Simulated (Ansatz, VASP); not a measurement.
One calculation of YMg2O2, two programs

```
CELL_PARAMETERS angstrom
3.52272 0.00000 0.00000
0.00000 3.52272 0.00000
0.00000 0.00000 5.51653
ATOMIC_POSITIONS crystal
Y 0.00000 0.00000 0.00000
Mg 0.00000 0.50000 0.50000
Mg 0.50000 0.00000 0.50000
O 0.50000 0.50000 0.25195
O 0.50000 0.50000 0.74805
```

Change from the starting cell: species swapped into the CeMg2Si2 type (P4/mmm, No. 123).

Alike in both runs: functional PBE; k mesh 6 × 6 × 4; occupations gaussian, width 0.1 eV; no spin polarisation.

Ansatz relaxed the structure, and its values are those at the end. VASP's run is a single point on that final structure, the one shown.

|  | VASP | Ansatz |
| --- | --- | --- |
| version | VASP 6.6.1 | Ansatz 0.2.0 |
| potentials or method | VASP PAW PBE potentials, release 64 (Y_sv, Mg, O), cutoff 520 eV | scalar-relativistic, plane waves, PAW |
| valence electrons in the cell | 27 | 43 |

VASP gave:

| Item | Value |
| --- | --- |
| gap on the k mesh at the Fermi level (eV) | none |
| pressure (GPa) | -0.3 |
| rms of the force components (eV/Å) | 0.010 |

Question: Estimate Ansatz's values.

Answer: gap on the k mesh at the Fermi level (eV): none; pressure (GPa): -0.1; rms of the force components (eV/Å): 0.001.

A gap of «none» marks a metal or a gap that the smearing closes. The functional is the same, so the differences come from potentials, cutoffs and numerics. VASP's potentials hold 27 valence electrons a cell and Ansatz's 43, so a difference there can come from the potentials and not from the codes.
